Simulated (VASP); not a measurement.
A run of VASP 6.6.1:

The input INCAR:

```
SYSTEM = PbS
PREC = Accurate
ENCUT = 520
EDIFF = 1E-6
ISMEAR = -1
SIGMA = 0.1
LREAL = .FALSE.
LASPH = .TRUE.
NELM = 100
ALGO = Normal
ISIF = 2
LWAVE = .FALSE.
LCHARG = .FALSE.
GGA = PE
NBANDS = 17
```

The input KPOINTS:

```
regular mesh
0
G
  11 11 11
  0 0 0
```

File POSCAR:

```
PbS
1.0
    3.2729830496      0.0000000000      0.0000000000
    0.0000000000      3.2729830496      0.0000000000
    0.0000000000      0.0000000000      3.2729830496
Pb S
1 1
Direct
    0.0000000000      0.0000000000      0.0000000000
    0.5000000000      0.5000000000      0.5000000000
```

Potentials or basis: VASP PAW PBE potentials, release 64 (Pb_d, S).

Command:

```bash
$ cat potpaw_PBE.64/Pb_d/POTCAR potpaw_PBE.64/S/POTCAR > POTCAR
$ mpirun -np 1 vasp_std > vasp.out
```

Hardware: 1 thread of Intel Xeon 6975P-C, with other jobs on the host.

Question: How long does it take, and how much memory?

Answer: Wall time 13 s on 1 thread of Intel Xeon 6975P-C, on a shared host, peak memory 0.16 GiB. Counts: scf iterations 12, k points 56.
